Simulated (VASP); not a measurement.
Input of a VASP 6.6.1 run:

Contents of INCAR:

```
PREC = Accurate ; ENCUT = 520
EDIFF = 1E-7 ; ISMEAR = 0
SIGMA = 0.15 ; LREAL = F
LASPH = T ; NELM = 100
ALGO = Normal ; ISIF = 2
LWAVE = F ; LCHARG = T
GGA = CA ; LELF = T
LVHAR = T ; NBANDS = 28
```

File KPOINTS:

```
regular mesh
0
Gamma
  10 10 8
```

Contents of POSCAR:

```
SnO
1.0
    3.5911000000      0.0000000000      0.0000000000
    0.0000000000      3.5911000000      0.0000000000
    0.0000000000      0.0000000000      5.0277000000
Sn O
2 2
Direct
    0.0000000000      0.5000000000      0.2457459271
    0.5000000000      0.0000000000      0.7542540729
    0.0000000000      0.0000000000      0.0000000000
    0.5000000000      0.5000000000      0.0000000000
```

Potentials or basis: VASP PAW LDA potentials, release 64 (Sn_d, O).

Launch:

```bash
$ cat potpaw_LDA.64/Sn_d/POTCAR potpaw_LDA.64/O/POTCAR > POTCAR
$ mpirun -np 1 vasp_std > vasp.out
```

Problem. Predict the band gap on the k mesh.

Solution. Zero (bands 20 and 21 overlap by 0.81 eV).

Problem. Estimate the pressure.

Solution. 4.3 GPa.

Forces on the atoms (eV/Å):
```
Sn   0.000  0.000 -0.401
Sn   0.000  0.000  0.401
O    0.000  0.000  0.000
O    0.000  0.000  0.000
```

Caveat: the stress differs along the axes, from -4 to 9 GPa; spin-orbit coupling is left out, which moves the levels of the heavy elements.
